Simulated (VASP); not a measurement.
GeSb4Te7: single point with PBE

GeSb4Te7:

```
Ge Sb Te
1.0
     4.14758    0.00000    0.00000
    -2.07379    3.59191    0.00000
     0.00000    0.00000   25.96304
Ge Sb Te
1 4 7
Direct
  0.00000 0.00000 0.50000
  0.66667 0.33333 0.92024
  0.33333 0.66667 0.35204
  0.33333 0.66667 0.07976
  0.66667 0.33333 0.64796
  0.33333 0.66667 0.85180
  0.66667 0.33333 0.14820
  0.00000 0.00000 0.71617
  0.66667 0.33333 0.43262
  0.33333 0.66667 0.56738
  0.00000 0.00000 0.00000
  0.00000 0.00000 0.28383
```

```
Program             : VASP 6.6.1
Task                : single point
Functional          : PBE
Potentials or basis : VASP PAW PBE potentials, release 64 (Ge_d, Sb, Te)
Cutoff              : 520 eV
k mesh              : 12 × 12 × 2
Occupations         : gaussian, width 0.02 eV
Spin                : no spin polarisation
```

| Item | Value |
| --- | --- |
| Pressure | 2.0 GPa |
| Largest force | 0.030 eV/Å |
| Band gap on the k mesh | 0.36 eV, indirect (least direct gap 0.62 eV) |

Forces in eV/Å, atoms in the order of the input:
```
Ge   0.000  0.000  0.000
Sb   0.000  0.000  0.030
Sb   0.000  0.000  0.029
Sb   0.000  0.000 -0.030
Sb   0.000  0.000 -0.029
Te   0.000  0.000 -0.020
Te   0.000  0.000  0.020
Te   0.000  0.000  0.019
Te   0.000  0.000 -0.011
Te   0.000  0.000  0.011
Te   0.000  0.000  0.000
Te   0.000  0.000 -0.019
```

Stress tensor (GPa, compression positive):
```
3.05 0.00 0.00
0.00 3.05 0.00
0.00 0.00 0.02
```

Levels at points of the mesh, in eV from the valence-band top:
```tsv
k point	band 34	band 35	band 36	band 37	band 38	band 39	band 40	band 41	band 42	band 43
(0.00, 0.00, 0.00)	-1.02	-0.95	-0.95	-0.22	-0.16	0.69	0.72	0.72	0.77	0.79
(0.50, 0.00, 0.00)	-1.96	-1.40	-1.36	-1.27	-1.07	0.62	0.65	0.79	0.85	1.04
(0.00, 0.00, 0.50)	-0.94	-0.94	-0.67	-0.51	0.00	0.62	0.70	0.70	0.82	0.82
(0.50, 0.00, 0.50)	-1.92	-1.45	-1.44	-1.32	-0.89	0.36	0.47	0.94	0.98	1.27
```

Wall time 20 min on 1 thread of Intel(R) Xeon(R) Platinum 8488C (Sapphire Rapids) (shared host), peak memory 0.88 GiB.

Caveat: spin-orbit coupling is left out, which moves the levels of the heavy elements; this functional lacks dispersion, which binds the layers, so the pressure and a relaxed spacing across them are unreliable. A k mesh can miss the band edges.
